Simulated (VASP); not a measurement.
A run of VASP 6.6.1 is set up as follows.

Contents of INCAR:

```
SYSTEM = Fe
ALGO = Normal
EDIFF = 1E-6
ENCUT = 520
GGA = PE
ISIF = 2
ISMEAR = 0
ISPIN = 2
LASPH = .True.
LCHARG = .False.
LMAXMIX = 4
LORBIT = 11
LREAL = .False.
LWAVE = .False.
MAGMOM = 2.44
NBANDS = 14
NELM = 150
PREC = Accurate
SIGMA = 0.15
```

The input KPOINTS:

```
k-points
0
Gamma
  12 12 12
  0 0 0
```

Contents of POSCAR:

```
Fe
1.0
   -1.2928022309      1.2928022309      1.7432145281
    1.2928022309     -1.2928022309      1.7432145281
    1.2928022309      1.2928022309     -1.7432145281
Fe
1
Direct
    0.0000000000      0.0000000000      0.0000000000
```

Potentials or basis: VASP PAW PBE potentials, release 64 (Fe).

Command:

```sh
$ cat potpaw_PBE.64/Fe/POTCAR > POTCAR
$ mpirun -np 1 vasp_std > vasp.out
```

(1) Predict the pressure.

(2) What does it give for the net moment?

(3) Predict the site moments.

Answers

(1) 2.8 GPa.

(2) 2.44 μB per cell.

(3) Fe +2.44 μB.
